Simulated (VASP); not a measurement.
# LuB2Os2 (I4/mmm) in VASP: notebook

The runs below take LuB2Os2 through single point, with RPBE, r2SCAN.

All numbers are computed with VASP 6.6.1; they aren't measurements. Logs are shortened: lines on timing, memory, paths and dates and some standing lists are left out, and cuts for length are marked.

## (1) The cell of the first run

The structure is tetragonal, space group I4/mmm (No. 139). The conventional cell has a = 3.787 Å, b = 3.787 Å, c = 8.800 Å, α = 90.00°, β = 90.00°, γ = 90.00°. Os (site symmetry -4m2) has 4 B at 2.19 Å and 4 Os at 2.68 Å and 4 Lu at 2.90 Å within 3.0 Å. Lu (site symmetry 4/mmm) has 10 B at 2.89 to 3.30 Å and 8 Os at 2.90 Å and 4 Lu at 3.79 Å within 3.8 Å. B (site symmetry 4mm) has 4 Os at 2.19 Å and 1 B at 2.20 Å and 4 Lu at 2.89 Å within 2.9 Å.

## (2) Single point, RPBE

INCAR

```
SYSTEM = LuB2Os2
  PREC = Accurate
  ENCUT = 600
  EDIFF = 1E-6
  ISMEAR = -1
  SIGMA = 0.1
  LREAL = .FALSE.
  LASPH = .TRUE.
  NELM = 120
  ALGO = Normal
  ISIF = 2
  LWAVE = .FALSE.
  LCHARG = .FALSE.
  GGA = RP
  NBANDS = 32
  GGA_COMPAT = .FALSE.
```

KPOINTS

```
Automatic mesh
0
G
  5 5 5
  0 0 0
```

POSCAR

```
LuB2Os2
1.0
    0.0000000000      3.7867130000      0.0000000000
    3.7867130000      0.0000000000      0.0000000000
    1.8933560000      1.8933560000     -4.3998010000
Os Lu B
2 1 2
Direct
    0.7500000000      0.2500000000      0.5000000000
    0.2500000000      0.7500000000      0.5000000000
    0.0000000000      0.0000000000      0.0000000000
    0.3750000000      0.3750000000      0.2500000000
    0.6250000000      0.6250000000      0.7500000000
```

Potentials or basis: VASP PAW PBE potentials, release 64 (Os, Lu, B).

Run with:

```bash
> cat potpaw_PBE.64/Os/POTCAR potpaw_PBE.64/Lu/POTCAR potpaw_PBE.64/B/POTCAR > POTCAR
> mpirun -np 1 vasp_std > vasp.out
```

OUTCAR:

```text
SYSTEM = LuB2Os2
   PREC = Accurate
   ENCUT = 600
   EDIFF = 1E-6
   ISMEAR = -1
   LREAL = .FALSE.
   LASPH = .TRUE.
   NELM = 120
   ISIF = 2
   GGA = RP

 ion  position               nearest neighbor table
   1  0.750  0.250  0.500-   4 2.19   5 2.19   4 2.19   5 2.19   2 2.68   2 2.68   2 2.68   2 2.68
                             3 2.90   3 2.90   3 2.90   3 2.90
   2  0.250  0.750  0.500-   4 2.19   5 2.19   4 2.19   5 2.19   1 2.68   1 2.68   1 2.68   1 2.68
                             3 2.90   3 2.90   3 2.90   3 2.90
   3  0.000  0.000  0.000-   4 2.89   5 2.89   5 2.89   5 2.89   4 2.89   4 2.89   5 2.89   4 2.89
                             2 2.90   1 2.90   2 2.90   1 2.90   1 2.90   2 2.90   2 2.90   1 2.90
   4  0.375  0.375  0.250-   1 2.19   2 2.19   2 2.19   1 2.19   3 2.89   3 2.89   3 2.89   3 2.89

   5  0.625  0.625  0.750-   1 2.19   2 2.19   2 2.19   1 2.19   3 2.89   3 2.89   3 2.89   3 2.89

  LATTYP: Found a body centered tetragonal cell.
 ALAT       =     3.7867130000
 C/A-ratio  =     2.3238101224

  Lattice vectors:

 A1 = (  -1.8933560000,   1.8933570000,   4.3998010000)
 A2 = (   1.8933570000,  -1.8933560000,   4.3998010000)
 A3 = (   1.8933560000,   1.8933560000,  -4.3998010000)

Analysis of symmetry for initial positions (statically):
=====================================================================
 Subroutine PRICEL returns:
 Original cell was already a primitive cell.

 Routine SETGRP: Setting up the symmetry group for a
 body centered tetragonal supercell.

 Subroutine GETGRP returns: Found 16 space group operations
 (whereof 16 operations were pure point group operations)
 out of a pool of 16 trial point group operations.

The static configuration has the point symmetry D_4h.

Analysis of symmetry for dynamics (positions and initial velocities):
=====================================================================
 Subroutine PRICEL returns:
 Original cell was already a primitive cell.

 Routine SETGRP: Setting up the symmetry group for a
 body centered tetragonal supercell.

 Subroutine GETGRP returns: Found 16 space group operations
 (whereof 16 operations were pure point group operations)
 out of a pool of 16 trial point group operations.

The dynamic configuration has the point symmetry D_4h.

 Subroutine INISYM returns: Found 16 space group operations
 (whereof 16 operations are pure point group operations),
 and found     1 'primitive' translations

[... 95 lines left out ...]
   EDIFFG = 0.1E-04   stopping-criterion for IOM
   NSW    =      0    number of steps for IOM
   IBRION =     -1    ionic relax: 0-MD 1-quasi-New 2-CG
   NFREE  =      0    steps in history (QN), initial steepest desc. (CG)
   ISIF   =      2    stress and relaxation
   ISYM   =      2    0-nonsym 1-usesym 2-fastsym
   POTIM  = 0.5000    time-step for ionic-motion
   TEBEG  =    0.0;   TEEND  =   0.0 temperature during run
   PSTRESS=    0.0 pullay stress
   NELECT =      47.0000    total number of electrons
   NUPDOWN=      -1.0000    fix difference up-down
   EMIN   =  10.00;   EMAX   =-10.00  energy-range for DOS
   EFERMI =   0.00;   METHOD = LEGACY
   ISMEAR =    -1;   SIGMA  =   0.10  broadening in eV -4-tet -1-fermi 0-gaus
   EFERMI_NEDOS =   21; number of points for ismear=-14 and -15
   IALGO  =     38    algorithm
   IMIX   =      4    mixing-type and parameters
     AMIX     =   0.40;   BMIX     =  1.00
     AMIX_MAG =   1.60;   BMIX_MAG =  1.00
  volume/ion in A,a.u.               =      12.62        85.15
  Fermi-wavevector in a.u.,A,eV,Ry     =   1.484072  2.804489 29.966402  2.202468
  Thomas-Fermi vector in A             =   2.597654
   LORBIT       =      0    0 simple, 1 ext, 2 COOP (PROOUT), +10 PAW based schemes
   GGA     = RP    functional components
   LHFCALC =     F    Hartree Fock is set to
   AEXX    =    0.0000 exact exchange contribution
   IVDW    =     0    specifies the selected vdW correction
   LEPSILON=     F    determine dielectric tensor
   LRPA    =     F    only Hartree local field effects (RPA)
 non-spin polarized calculation
  energy-cutoff  :      600.00
  volume of cell :       63.09
 maximum number of plane-waves:      2129
 NGX is ok and might be reduce to    30
   NGX = 15   NGY = 15   NGZ = 21

 number of electron      47.0000009 magnetization

 Free energy of the ion-electron system (eV)
  ---------------------------------------------------
  ext. energy  EPLUGINS =         0.00000000
  ---------------------------------------------------
  free energy    TOTEN  =       -39.53986126 eV

  energy without entropy =      -39.44221524  energy(sigma->0) =      -39.49103825

 E-fermi :   6.6959     XC(G=0): -12.9247

 val. band max:        6.6939698559   @ k =  -0.2000  -0.2000   0.2000
 cond. band min:       6.7340549061   @ k =   0.2000   0.2000  -0.0000
 fundamental gap:      0.0400850502
 Fermi energy:         6.6959079058

 k-point     1 :       0.0000    0.0000    0.0000
  band No.  band energies     occupation
      1     -48.7367      2.00000
      2     -19.4681      2.00000
      3     -19.4559      2.00000
      4     -19.4559      2.00000
      5      -4.7296      2.00000
      6      -1.7756      2.00000
[... 619 lines left out ...]
     31      11.9163      0.00000
     32      12.9145      0.00000

------------------------ aborting loop because EDIFF is reached ----------------------------------------

  FORCE on cell =-STRESS in cart. coord.  units (eV):
  Direction    XX          YY          ZZ          XY          YZ          ZX
  --------------------------------------------------------------------------------------
  -------------------------------------------------------------------------------------
  Total        6.5914920      6.5914920      8.7806234      0.0000000      0.0000010      0.0000010
  in kB      167.3926939    167.3926939    222.9862666      0.0000000      0.0000253      0.0000253
  external PRESSURE =     185.9238848 kB  Pullay stress =       0.0000000 kB

 VOLUME and BASIS-vectors are now :
 -----------------------------------------------------------------------------
  energy-cutoff  :      600.00
  volume of cell :       63.09
      direct lattice vectors                 reciprocal lattice vectors
     0.000000000  3.786713000  0.000000000     0.000000000  0.264081276  0.113641473
     3.786713000  0.000000000  0.000000000     0.264081276  0.000000000  0.113641473
     1.893356000  1.893356000 -4.399801000     0.000000000  0.000000000 -0.227283007

 POSITION                                       TOTAL-FORCE (eV/Angst)
 -----------------------------------------------------------------------------------
      1.89336      3.78671     -2.19990         0.000000     -0.000000      0.000000
      3.78671      1.89336     -2.19990        -0.000000      0.000000      0.000000
      0.00000      0.00000      0.00000        -0.000000      0.000000      0.000000
      1.89336      1.89336     -1.09995         0.000000      0.000000      0.767728
      3.78671      3.78671     -3.29985        -0.000000     -0.000000     -0.767728
 -----------------------------------------------------------------------------------
    total drift:                                0.000000     -0.000000     -0.000000

  FREE ENERGIE OF THE ION-ELECTRON SYSTEM (eV)
  ---------------------------------------------------
  free  energy   TOTEN  =       -39.5398612583 eV

  energy  without entropy=      -39.4422152361  energy(sigma->0) =      -39.49103825
```

OSZICAR:

```text
N       E                     dE             d eps       ncg     rms          rms(c)
DAV:   1     0.326285236119E+03    0.32629E+03   -0.20887E+04  1680   0.475E+03
DAV:   2     0.125260968582E+01   -0.32503E+03   -0.30338E+03  1352   0.705E+02
DAV:   3    -0.401695084853E+02   -0.41422E+02   -0.38601E+02  1384   0.150E+02
DAV:   4    -0.428652642274E+02   -0.26958E+01   -0.26689E+01  1584   0.385E+01
DAV:   5    -0.429987948444E+02   -0.13353E+00   -0.13340E+00  1752   0.676E+00    0.312E+01
DAV:   6    -0.400673643079E+02    0.29314E+01   -0.12719E+01  1784   0.263E+01    0.887E+00
DAV:   7    -0.396472708018E+02    0.42009E+00   -0.20869E+00  1904   0.334E+01    0.798E+00
DAV:   8    -0.395429497572E+02    0.10432E+00   -0.44838E-01  1848   0.113E+01    0.169E+00
DAV:   9    -0.395400460858E+02    0.29037E-02   -0.58306E-02  1496   0.154E+00    0.398E-01
DAV:  10    -0.395398225180E+02    0.22357E-03   -0.39735E-03  1792   0.462E-01    0.243E-01
DAV:  11    -0.395398688918E+02   -0.46374E-04   -0.53534E-04  1848   0.492E-01    0.443E-02
DAV:  12    -0.395398599231E+02    0.89687E-05   -0.14005E-04  1704   0.194E-01    0.269E-02
DAV:  13    -0.395398622354E+02   -0.23123E-05   -0.12489E-05  1832   0.560E-02    0.111E-02
DAV:  14    -0.395398612583E+02    0.97711E-06   -0.71680E-07   920   0.191E-02
   1 F= -.39539861E+02 E0= -.39491038E+02  d E =-.976460E-01
```

stdout:

```text
POSCAR found type information on POSCAR OsLuB
 POSCAR found :  3 types and       5 ions
 scaLAPACK will be used
 -----------------------------------------------------------------------------
|                                                                             |
|                                                                             |
|     You enforced a specific xc type in the INCAR file but a different       |
|     I HOPE YOU KNOW WHAT YOU ARE DOING!                                     |
|                                                                             |
 -----------------------------------------------------------------------------

 LDA part: xc-table for (Slater+PW92), standard interpolation
 POSCAR, INCAR and KPOINTS ok, starting setup
 FFT: planning ... GRIDC
 FFT: planning ... GRID_SOFT
 FFT: planning ... GRID
 WAVECAR not read
 entering main loop
```

Wall time 77 s (1 thread of Intel Xeon 8259CL, shared host); peak memory 0.22 GiB.

What came out:

| Quantity | Value |
| --- | --- |
| Free energy | -39.5399 eV |
| Pressure | 18.6 GPa |
| Largest force | 0.768 eV/Å |
| Band gap on the k mesh | zero (an odd number of electrons rules out a gap without spin polarisation) |

Forces in eV/Å, atoms in the order of the input:
```
Os   0.000  0.000  0.000
Os   0.000  0.000  0.000
Lu   0.000  0.000  0.000
B    0.000  0.000  0.768
B    0.000  0.000 -0.768
```

Caveat: the k points lie up to 0.36 Å⁻¹ apart, too coarse for converged energies and pressures of a metal; the PAW data sets were made with another functional, which shifts forces and pressure a little; spin-orbit coupling is left out, which moves the levels of the heavy elements.

## (3) Single point, r2SCAN

POSCAR is that of step 2.

INCAR.step1

```
PREC = Accurate
ENCUT = 660
ISMEAR = -1
SIGMA = 0.1
LREAL = False
LASPH = True
NELM = 120
NBANDS = 32
GGA = PE
ALGO = Normal
EDIFF = 1E-5
LWAVE = True
LCHARG = False
GGA_COMPAT = False
```

INCAR.step2

```
PREC = Accurate
ENCUT = 660
EDIFF = 1E-6
ISMEAR = -1
SIGMA = 0.1
LREAL = False
LASPH = True
NELM = 120
ALGO = Normal
ISIF = 2
LWAVE = False
LCHARG = True
METAGGA = R2SCAN
LMIXTAU = True
LELF = True
LVHAR = True
NBANDS = 32
ISTART = 1
GGA_COMPAT = False
```

KPOINTS

```
regular mesh
0
Gamma
  5 5 5
```

Potentials or basis: VASP PAW PBE potentials, release 64 (Os, Lu, B).

Run with:

```bash
> cat potpaw_PBE.64/Os/POTCAR potpaw_PBE.64/Lu/POTCAR potpaw_PBE.64/B/POTCAR > POTCAR
> cp INCAR.step1 INCAR
> mpirun -np 1 vasp_std > vasp.out
> cp INCAR.step2 INCAR
> mpirun -np 1 vasp_std > vasp.out
```

Wall time 5.6 min (1 thread of Intel Xeon 8259CL, shared host); peak memory 0.27 GiB.

The run converged. Its results:

| Quantity | Value |
| --- | --- |
| Free energy | -160.5797 eV |
| Pressure | 12.0 GPa |
| Largest force | 0.523 eV/Å |
| Band gap on the k mesh | zero (an odd number of electrons rules out a gap without spin polarisation) |

Forces on the atoms (eV/Å):
```
Os   0.000  0.000  0.000
Os   0.000  0.000  0.000
Lu   0.000  0.000  0.000
B    0.000  0.000  0.523
B    0.000  0.000 -0.523
```

Stress tensor (GPa, compression positive):
```
 9.96  0.00  0.00
 0.00  9.96  0.00
 0.00  0.00 16.20
```

Levels at points of the mesh, in eV from the Fermi level:
```csv
k point,band 20,band 21,band 22,band 23,band 24,band 25,band 26,band 27,band 28,band 29
"(0.00, 0.00, 0.00)",-1.58,-0.68,-0.08,-0.08,-0.01,0.53,1.54,4.01,5.16,5.17
```

Caveat: the k points lie up to 0.36 Å⁻¹ apart, too coarse for converged energies and pressures of a metal; the PAW data sets were made with another functional, which shifts forces and pressure a little; spin-orbit coupling is left out, which moves the levels of the heavy elements.

## (4) Single point, r2SCAN

POSCAR is that of step 3.

INCAR.step1

```
SYSTEM = LuB2Os2
PREC = Accurate ; ENCUT = 660
ISMEAR = -1 ; SIGMA = 0.1
LREAL = .False. ; LASPH = .True.
NELM = 120 ; NBANDS = 32
GGA = PE ; ALGO = Normal
EDIFF = 1E-5 ; LWAVE = .True.
LCHARG = .False. ; GGA_COMPAT = .False.
```

INCAR.step2

```
SYSTEM = LuB2Os2
PREC = Accurate ; ENCUT = 660
EDIFF = 1E-6 ; ISMEAR = -1
SIGMA = 0.1 ; LREAL = .False.
LASPH = .True. ; NELM = 120
ALGO = Normal ; ISIF = 2
LWAVE = .False. ; LCHARG = .False.
METAGGA = R2SCAN ; LMIXTAU = .True.
NBANDS = 32 ; ISTART = 1
GGA_COMPAT = .False.
```

KPOINTS

```
regular mesh
0
Gamma
  5 5 5
  0 0 0
```

Potentials or basis: VASP PAW PBE potentials, release 64 (Os, Lu, B).

Run with:

```bash
> cat potpaw_PBE.64/Os/POTCAR potpaw_PBE.64/Lu/POTCAR potpaw_PBE.64/B/POTCAR > POTCAR
> cp INCAR.step1 INCAR
> mpirun -np 1 vasp_std > vasp.out
> cp INCAR.step2 INCAR
> mpirun -np 1 vasp_std > vasp.out
```

OUTCAR:

```text
SYSTEM = LuB2Os2
   PREC = Accurate
   ENCUT = 660
   EDIFF = 1E-6
   ISMEAR = -1
   LREAL = .False.
   LASPH = .True.
   NELM = 120
   ISIF = 2
   METAGGA = R2SCAN
   ISTART = 1

 ion  position               nearest neighbor table
   1  0.750  0.250  0.500-   4 2.19   5 2.19   4 2.19   5 2.19   2 2.68   2 2.68   2 2.68   2 2.68
                             3 2.90   3 2.90   3 2.90   3 2.90
   2  0.250  0.750  0.500-   4 2.19   5 2.19   4 2.19   5 2.19   1 2.68   1 2.68   1 2.68   1 2.68
                             3 2.90   3 2.90   3 2.90   3 2.90
   3  0.000  0.000  0.000-   4 2.89   5 2.89   5 2.89   5 2.89   4 2.89   4 2.89   5 2.89   4 2.89
                             2 2.90   1 2.90   2 2.90   1 2.90   1 2.90   2 2.90   2 2.90   1 2.90
   4  0.375  0.375  0.250-   1 2.19   2 2.19   2 2.19   1 2.19   3 2.89   3 2.89   3 2.89   3 2.89

   5  0.625  0.625  0.750-   1 2.19   2 2.19   2 2.19   1 2.19   3 2.89   3 2.89   3 2.89   3 2.89

  LATTYP: Found a body centered tetragonal cell.
 ALAT       =     3.7867130000
 C/A-ratio  =     2.3238101224

  Lattice vectors:

 A1 = (  -1.8933560000,   1.8933570000,   4.3998010000)
 A2 = (   1.8933570000,  -1.8933560000,   4.3998010000)
 A3 = (   1.8933560000,   1.8933560000,  -4.3998010000)

[... 175 lines left out ...]
 cond. band min:       6.5224772190   @ k =  -0.2000  -0.2000   0.2000
 fundamental gap:      0.0108567677
 Fermi energy:         6.5215985870

 k-point     1 :       0.0000    0.0000    0.0000
  band No.  band energies     occupation
      1     -50.6660      2.00000
      2     -20.7510      2.00000
      3     -20.7424      2.00000
      4     -20.7423      2.00000
      5      -5.5251      2.00000
      6      -2.4058      2.00000
[... 619 lines left out ...]
     31      12.0020      0.00000
     32      13.0607      0.00000

------------------------ aborting loop because EDIFF is reached ----------------------------------------

  FORCE on cell =-STRESS in cart. coord.  units (eV):
  Direction    XX          YY          ZZ          XY          YZ          ZX
  --------------------------------------------------------------------------------------
  -------------------------------------------------------------------------------------
  Total        3.9227199      3.9227199      6.3797684      0.0000000      0.0000007      0.0000007
  in kB       99.6185162     99.6185162    162.0159171      0.0000000      0.0000184      0.0000184
  external PRESSURE =     120.4176498 kB  Pullay stress =       0.0000000 kB

 VOLUME and BASIS-vectors are now :
 -----------------------------------------------------------------------------
  energy-cutoff  :      660.00
  volume of cell :       63.09
      direct lattice vectors                 reciprocal lattice vectors
     0.000000000  3.786713000  0.000000000     0.000000000  0.264081276  0.113641473
     3.786713000  0.000000000  0.000000000     0.264081276  0.000000000  0.113641473
     1.893356000  1.893356000 -4.399801000     0.000000000  0.000000000 -0.227283007

 POSITION                                       TOTAL-FORCE (eV/Angst)
 -----------------------------------------------------------------------------------
      1.89336      3.78671     -2.19990         0.000000      0.000000      0.000000
      3.78671      1.89336     -2.19990        -0.000000      0.000000      0.000000
      0.00000      0.00000      0.00000         0.000000     -0.000000      0.000000
      1.89336      1.89336     -1.09995         0.000000      0.000000      0.522598
      3.78671      3.78671     -3.29985        -0.000000     -0.000000     -0.522598
 -----------------------------------------------------------------------------------
    total drift:                                0.000000     -0.000000     -0.000000

  FREE ENERGIE OF THE ION-ELECTRON SYSTEM (eV)
  ---------------------------------------------------
  free  energy   TOTEN  =      -160.5797220046 eV

  energy  without entropy=     -160.4879840273  energy(sigma->0) =     -160.53385302
```

It took 5.3 min on 1 thread of Intel Xeon 8259CL, shared host; peak memory 0.27 GiB.

What came out:

* Free energy: -160.5797 eV
* Pressure: 12.0 GPa
* Largest force: 0.523 eV/Å
* Band gap on the k mesh: zero (an odd number of electrons rules out a gap without spin polarisation)

Forces on the atoms (eV/Å):
```
Os   0.000  0.000  0.000
Os   0.000  0.000  0.000
Lu   0.000  0.000  0.000
B    0.000  0.000  0.523
B    0.000  0.000 -0.523
```

Stress tensor (GPa, compression positive):
```
 9.96  0.00  0.00
 0.00  9.96  0.00
 0.00  0.00 16.20
```

Caveat: the k points lie up to 0.36 Å⁻¹ apart, too coarse for converged energies and pressures of a metal; the PAW data sets were made with another functional, which shifts forces and pressure a little; spin-orbit coupling is left out, which moves the levels of the heavy elements.
